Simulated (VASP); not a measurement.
# YHg (Pm-3m) in VASP: single point with LDA

Aim: the single point of YHg with LDA.

All numbers are computed with VASP 6.6.1; they aren't measurements. Logs are shortened: lines on timing, memory, paths and dates and some standing lists are left out, and cuts for length are marked.

**1. The cell of the first run**

Symmetry: Pm-3m, No. 221, cubic system. The conventional cell has a = 3.682 Å, b = 3.682 Å, c = 3.682 Å, α = 90.00°, β = 90.00°, γ = 90.00°. Y (site symmetry m-3m) has 8 Hg at 3.19 Å and 6 Y at 3.68 Å within 4.2 Å. Within 4.2 Å of Hg (site symmetry m-3m) lie 8 Y at 3.19 Å and 6 Hg at 3.68 Å.

**2. Single point, LDA**

INCAR

```
SYSTEM = YHg
PREC     = Accurate       ! precision mode
ENCUT    = 520            ! plane-wave cutoff, eV
EDIFF    = 1E-6           ! SCF threshold, eV
ISMEAR   = 0              ! smearing method
SIGMA    = 0.15           ! smearing width, eV
LREAL    = .FALSE.        ! projectors in reciprocal space
LASPH    = .TRUE.         ! aspherical terms in the spheres
NELM     = 60             ! most SCF steps
ALGO     = Normal         ! electronic algorithm
ISIF     = 2              ! what is computed and relaxed
LWAVE    = .FALSE.        ! write WAVECAR
LCHARG   = .FALSE.        ! write CHGCAR
GGA      = CA             ! functional
NBANDS   = 18             ! bands
```

KPOINTS

```
Automatic mesh
0
G
  14 14 14
  0 0 0
```

POSCAR

```
YHg
1.0
    3.6820000000      0.0000000000      0.0000000000
    0.0000000000      3.6820000000      0.0000000000
    0.0000000000      0.0000000000      3.6820000000
Y Hg
1 1
Direct
    0.5000000000      0.5000000000      0.5000000000
    0.0000000000      0.0000000000      0.0000000000
```

Potentials or basis: VASP PAW LDA potentials, release 64 (Y_sv, Hg).

Started as:

```
cat potpaw_LDA.64/Y_sv/POTCAR potpaw_LDA.64/Hg/POTCAR > POTCAR
mpirun -np 1 vasp_std > vasp.out
```

OUTCAR:

```text
SYSTEM = YHg
   PREC = Accurate
   ENCUT = 520
   EDIFF = 1E-6
   ISMEAR = 0
   LREAL = .FALSE.
   LASPH = .TRUE.
   NELM = 60
   ISIF = 2
   GGA = CA

 ion  position               nearest neighbor table
   1  0.500  0.500  0.500-   2 3.19   2 3.19   2 3.19   2 3.19   2 3.19   2 3.19   2 3.19   2 3.19

   2  0.000  0.000  0.000-   1 3.19   1 3.19   1 3.19   1 3.19   1 3.19   1 3.19   1 3.19   1 3.19

  LATTYP: Found a simple cubic cell.
 ALAT       =     3.6820000000

  Lattice vectors:

 A1 = (   3.6820000000,   0.0000000000,   0.0000000000)
 A2 = (   0.0000000000,   3.6820000000,   0.0000000000)
 A3 = (   0.0000000000,   0.0000000000,   3.6820000000)

Analysis of symmetry for initial positions (statically):
=====================================================================
 Subroutine PRICEL returns:
 Original cell was already a primitive cell.

 Routine SETGRP: Setting up the symmetry group for a
 simple cubic supercell.

 Subroutine GETGRP returns: Found 48 space group operations
 (whereof 48 operations were pure point group operations)
 out of a pool of 48 trial point group operations.

The static configuration has the point symmetry O_h .

Analysis of symmetry for dynamics (positions and initial velocities):
=====================================================================
 Subroutine PRICEL returns:
 Original cell was already a primitive cell.

 Routine SETGRP: Setting up the symmetry group for a
 simple cubic supercell.

 Subroutine GETGRP returns: Found 48 space group operations
 (whereof 48 operations were pure point group operations)
 out of a pool of 48 trial point group operations.

The dynamic configuration has the point symmetry O_h .

 Subroutine INISYM returns: Found 48 space group operations
 (whereof 48 operations are pure point group operations),
 and found     1 'primitive' translations

----------------------------------------------------------------------------------------

                                     Primitive cell

  volume of cell :      49.9173

  direct lattice vectors                    reciprocal lattice vectors
     3.682000000  0.000000000  0.000000000     0.271591526  0.000000000  0.000000000
     0.000000000  3.682000000  0.000000000     0.000000000  0.271591526  0.000000000
     0.000000000  0.000000000  3.682000000     0.000000000  0.000000000  0.271591526

  length of vectors
     3.682000000  3.682000000  3.682000000     0.271591526  0.271591526  0.271591526

  position of ions in fractional coordinates (direct lattice)
     0.500000000  0.500000000  0.500000000
     0.000000000  0.000000000  0.000000000

  ion indices of the primitive-cell ions
   primitive index   ion index
                 1           1
                 2           2

----------------------------------------------------------------------------------------

 KPOINTS: Automatic mesh

Automatic generation of k-mesh.
 Grid dimensions read from file:
 generate k-points for:   14   14   14

 Generating k-lattice:

  Cartesian coordinates                     Fractional coordinates (reciprocal lattice)
     0.019399395  0.000000000  0.000000000     0.071428571  0.000000000  0.000000000
     0.000000000  0.019399395  0.000000000     0.000000000  0.071428571  0.000000000
     0.000000000  0.000000000  0.019399395     0.000000000  0.000000000  0.071428571

  Length of vectors
     0.019399395  0.019399395  0.019399395

  Shift w.r.t. Gamma in fractional coordinates (k-lattice)
     0.000000000  0.000000000  0.000000000

 Subroutine IBZKPT returns following result:
 ===========================================

 Found    120 irreducible k-points:

 Following reciprocal coordinates:
            Coordinates               Weight
  0.000000  0.000000  0.000000      1.000000
  0.071429  0.000000  0.000000      6.000000
  0.142857  0.000000  0.000000      6.000000
  0.214286  0.000000  0.000000      6.000000
  0.285714  0.000000  0.000000      6.000000
  0.357143  0.000000  0.000000      6.000000
[... 16 lines left out ...]
  0.285714  0.214286  0.000000     24.000000
  0.357143  0.214286  0.000000     24.000000
 [... further k-points ...]
   k-points           NKPTS =    120   k-points in BZ     NKDIM =    120   number of bands    NBANDS=     18
   number of dos      NEDOS =    301   number of ions     NIONS =      2
   total plane-waves  NPLWV =  21952
   dimension x,y,z NGX =    28 NGY =   28 NGZ =   28
   dimension x,y,z NGXF=    56 NGYF=   56 NGZF=   56
   ions per type =               1   1
   NGX,Y,Z   is equivalent  to a cutoff of  12.64, 12.64, 12.64 a.u.
   NGXF,Y,Z  is equivalent  to a cutoff of  25.28, 25.28, 25.28 a.u.
 SYSTEM =  YHg
   PREC   = accura    normal or accurate (medium, high low for compatibility)
   ISTART =      0    job   : 0-new  1-cont  2-samecut
   ICHARG =      2    charge: 1-file 2-atom 10-const
   ISPIN  =      1    spin polarized calculation?
   LNONCOLLINEAR =      F non collinear calculations
   LSORBIT =      F    spin-orbit coupling
   LASPH  =      T    aspherical Exc in radial PAW
   ENCUT  =  520.0 eV  38.22 Ry    6.18 a.u.   6.85  6.85  6.85*2*pi/ulx,y,z
   NELM   =     60;   NELMIN=  2; NELMDL= -5     # of ELM steps
   EDIFF  = 0.1E-05   stopping-criterion for ELM
   LREAL  =      F    real-space projection
   EDIFFG = 0.1E-04   stopping-criterion for IOM
   NSW    =      0    number of steps for IOM
   IBRION =     -1    ionic relax: 0-MD 1-quasi-New 2-CG
   NFREE  =      0    steps in history (QN), initial steepest desc. (CG)
   ISIF   =      2    stress and relaxation
   ISYM   =      2    0-nonsym 1-usesym 2-fastsym
   POTIM  = 0.5000    time-step for ionic-motion
   TEBEG  =    0.0;   TEEND  =   0.0 temperature during run
   PSTRESS=    0.0 pullay stress
   NELECT =      23.0000    total number of electrons
   NUPDOWN=      -1.0000    fix difference up-down
   EMIN   =  10.00;   EMAX   =-10.00  energy-range for DOS
   EFERMI =   0.00;   METHOD = LEGACY
   ISMEAR =     0;   SIGMA  =   0.15  broadening in eV -4-tet -1-fermi 0-gaus
   EFERMI_NEDOS =   21; number of points for ismear=-14 and -15
   IALGO  =     38    algorithm
   IMIX   =      4    mixing-type and parameters
     AMIX     =   0.40;   BMIX     =  1.00
     AMIX_MAG =   1.60;   BMIX_MAG =  1.00
  volume/ion in A,a.u.               =      24.96       168.43
  Fermi-wavevector in a.u.,A,eV,Ry     =   1.264446  2.389457 21.753321  1.598824
  Thomas-Fermi vector in A             =   2.397751
   LORBIT       =      0    0 simple, 1 ext, 2 COOP (PROOUT), +10 PAW based schemes
   GGA     = CA    functional components
   LHFCALC =     F    Hartree Fock is set to
   AEXX    =    0.0000 exact exchange contribution
   IVDW    =     0    specifies the selected vdW correction
   LEPSILON=     F    determine dielectric tensor
   LRPA    =     F    only Hartree local field effects (RPA)
 non-spin polarized calculation
 Gauss-broadening in eV      SIGMA  =   0.15
  energy-cutoff  :      520.00
  volume of cell :       49.92
 maximum number of plane-waves:      1376
 NGX is ok and might be reduce to    28
   NGX = 13   NGY = 13   NGZ = 13

 number of electron      23.0000003 magnetization

 Free energy of the ion-electron system (eV)
  ---------------------------------------------------
  ext. energy  EPLUGINS =         0.00000000
  ---------------------------------------------------
  free energy    TOTEN  =        -9.19651821 eV

  energy without entropy =       -9.17258309  energy(sigma->0) =       -9.18455065

 E-fermi :   3.8480     XC(G=0): -10.8670

 val. band max:        3.8451466752   @ k =   0.5000   0.0000   0.0000
 cond. band min:       3.8577203375   @ k =   0.4286   0.0000   0.0000
 fundamental gap:      0.0125736623
 Fermi energy:         3.8480490514

 k-point     1 :       0.0000    0.0000    0.0000
  band No.  band energies     occupation
      1     -39.0859      2.00000
      2     -19.0891      2.00000
      3     -19.0891      2.00000
      4     -19.0891      2.00000
      5      -4.1516      2.00000
      6      -3.9271      2.00000
[... 10 lines left out ...]
     17       8.2988      0.00000
     18       8.2988      0.00000

 k-point     2 :       0.0714    0.0000    0.0000
  band No.  band energies     occupation
      1     -39.0851      2.00000
      2     -19.1028      2.00000
      3     -19.0882      2.00000
      4     -19.0882      2.00000
      5      -4.0793      2.00000
      6      -3.9196      2.00000
[... 10 lines left out ...]
     17       8.8574      0.00000
     18       8.8574      0.00000

 k-point     3 :       0.1429    0.0000    0.0000
  band No.  band energies     occupation
      1     -39.0828      2.00000
      2     -19.1407      2.00000
      3     -19.0858      2.00000
      4     -19.0858      2.00000
      5      -3.9124      2.00000
      6      -3.8982      2.00000
[... 10 lines left out ...]
     17       9.7100      0.00000
     18       9.7100      0.00000

 k-point     4 :       0.2143    0.0000    0.0000
  band No.  band energies     occupation
      1     -39.0794      2.00000
      2     -19.1950      2.00000
      3     -19.0822      2.00000
      4     -19.0822      2.00000
      5      -3.8671      2.00000
      6      -3.7959      2.00000
[... 10 lines left out ...]
     17      10.6352      0.00000
     18      10.6352      0.00000

 k-point     5 :       0.2857    0.0000    0.0000
  band No.  band energies     occupation
      1     -39.0756      2.00000
      2     -19.2544      2.00000
      3     -19.0783      2.00000
      4     -19.0783      2.00000
      5      -3.8320      2.00000
      6      -3.6972      2.00000
[... 10 lines left out ...]
     17      11.6137      0.00000
     18      11.6137      0.00000

 k-point     6 :       0.3571    0.0000    0.0000
  band No.  band energies     occupation
      1     -39.0722      2.00000
      2     -19.3072      2.00000
      3     -19.0747      2.00000
      4     -19.0747      2.00000
      5      -3.7998      2.00000
      6      -3.6127      2.00000
[... 10 lines left out ...]
     17      12.6404      0.00000
     18      12.6404      0.00000

 k-point     7 :       0.4286    0.0000    0.0000
  band No.  band energies     occupation
      1     -39.0698      2.00000
      2     -19.3433      2.00000
      3     -19.0722      2.00000
      4     -19.0722      2.00000
      5      -3.7773      2.00000
      6      -3.5552      2.00000
[... 10 lines left out ...]
     17      12.8258      0.00000
     18      13.1348      0.00000

 k-point     8 :       0.5000    0.0000    0.0000
  band No.  band energies     occupation
      1     -39.0690      2.00000
      2     -19.3562      2.00000
      3     -19.0713      2.00000
      4     -19.0713      2.00000
      5      -3.7692      2.00000
      6      -3.5348      2.00000
[... 10 lines left out ...]
     17      12.5259      0.00000
     18      13.0589      0.00000
[... 229 lines left out ...]
     17      10.6841      0.00000
     18      12.7587      0.00000

 k-point    20 :       0.4286    0.1429    0.0000
  band No.  band energies     occupation
      1     -39.0669      2.00000
      2     -19.3346      2.00000
      3     -19.1180      2.00000
      4     -19.0672      2.00000
      5      -3.7452      2.00000
      6      -3.5746      2.00000
[... 10 lines left out ...]
     17      11.2110      0.00000
     18      12.9455      0.00000

 k-point    21 :       0.5000    0.1429    0.0000
  band No.  band energies     occupation
      1     -39.0660      2.00000
      2     -19.3471      2.00000
      3     -19.1168      2.00000
      4     -19.0662      2.00000
      5      -3.7384      2.00000
      6      -3.5767      2.00000
[... 10 lines left out ...]
     17      11.4702      0.00000
     18      12.6094      0.00000

 k-point    22 :       0.2143    0.2143    0.0000
  band No.  band energies     occupation
      1     -39.0730      2.00000
      2     -19.1908      2.00000
      3     -19.1756      2.00000
      4     -19.0739      2.00000
      5      -3.8032      2.00000
      6      -3.5809      2.00000
[... 10 lines left out ...]
     17       8.9149      0.00000
     18      11.6393      0.00000

 k-point    23 :       0.2857    0.2143    0.0000
  band No.  band energies     occupation
      1     -39.0693      2.00000
      2     -19.2409      2.00000
      3     -19.1756      2.00000
      4     -19.0691      2.00000
      5      -3.7805      2.00000
      6      -3.6211      2.00000
[... 10 lines left out ...]
     17       9.3015      0.00000
     18      12.1965      0.00000

 k-point    24 :       0.3571    0.2143    0.0000
  band No.  band energies     occupation
      1     -39.0660      2.00000
      2     -19.2908      2.00000
      3     -19.1701      2.00000
      4     -19.0648      2.00000
      5      -3.7607      2.00000
      6      -3.6544      2.00000
[... 10 lines left out ...]
     17       9.8382      0.00000
     18      12.7757      0.00000

 [... further k-points ...]
[... 5 lines left out ...]
  --------------------------------------------------------------------------------------
  -------------------------------------------------------------------------------------
  Total       -1.0152417     -1.0152417     -1.0152417      0.0000000     -0.0000000      0.0000000
  in kB      -32.5858219    -32.5858219    -32.5858219      0.0000000     -0.0000000      0.0000000
  external PRESSURE =     -32.5858219 kB  Pullay stress =       0.0000000 kB

 VOLUME and BASIS-vectors are now :
 -----------------------------------------------------------------------------
  energy-cutoff  :      520.00
  volume of cell :       49.92
      direct lattice vectors                 reciprocal lattice vectors
     3.682000000  0.000000000  0.000000000     0.271591526  0.000000000  0.000000000
     0.000000000  3.682000000  0.000000000     0.000000000  0.271591526  0.000000000
     0.000000000  0.000000000  3.682000000     0.000000000  0.000000000  0.271591526

 POSITION                                       TOTAL-FORCE (eV/Angst)
 -----------------------------------------------------------------------------------
      1.84100      1.84100      1.84100         0.000000      0.000000      0.000000
      0.00000      0.00000      0.00000         0.000000      0.000000      0.000000
 -----------------------------------------------------------------------------------
    total drift:                                0.000000      0.000000      0.000000

  FREE ENERGIE OF THE ION-ELECTRON SYSTEM (eV)
  ---------------------------------------------------
  free  energy   TOTEN  =        -9.1965182133 eV

  energy  without entropy=       -9.1725830920  energy(sigma->0) =       -9.18455065
```

Wall time 2.2 min (1 thread of AMD EPYC 7R13, shared host); peak memory 0.22 GiB.

Results:

```
Free energy : -9.1965 eV
Pressure    : -3.3 GPa
```

Caveat: spin-orbit coupling is left out, which moves the levels of the heavy elements.
